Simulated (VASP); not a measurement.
# W: single point with PBE

Crystal: W.

```
CELL_PARAMETERS angstrom
0.00000 2.00704 2.00704
2.00704 0.00000 2.00704
2.00704 2.00704 0.00000
ATOMIC_POSITIONS crystal
W 0.00000 0.00000 0.00000
```

| Item | Value |
| --- | --- |
| Program | VASP 6.6.1 |
| Task | single point |
| Functional | PBE |
| Potentials or basis | VASP PAW PBE potentials, release 64 (W_sv) |
| Cutoff | 500 eV |
| k mesh | 4 × 4 × 4 |
| Occupations | fermi-dirac, width 0.15 eV |
| Spin | no spin polarisation |
| Dipole correction | no |
| Further INCAR settings | ALGO = Normal; EDIFF = 1e-06; NBANDS = 13 |

- Pressure: 5.4 GPa
- Band gap on the k mesh: zero (band 7 reaches 13.84 eV, above the bottom of band 8 at 10.15 eV)

Levels at points of the mesh, in eV from the Fermi level:
```
           k point  band 4  band 5  band 6  band 7  band 8  band 9  band 10  band 11
(0.00, 0.00, 0.00)  -37.26   -9.11   -0.59   -0.59   -0.59    2.60     2.60    12.79
(0.50, 0.00, 0.00)  -37.42   -5.70   -0.83   -0.83    0.63    5.14     5.14    10.50
(0.50, 0.50, 0.00)  -37.69   -5.64   -4.62    3.11    5.10    5.89     5.89    11.83
```

Run time: 3.2 s on 1 thread of AMD EPYC 9R45 96-Core Processor (Zen 5) (shared host), peak memory 0.1 GiB.

Caveat: the k points lie up to 0.68 Å⁻¹ apart; spin-orbit coupling is left out, which moves the levels of the heavy elements.
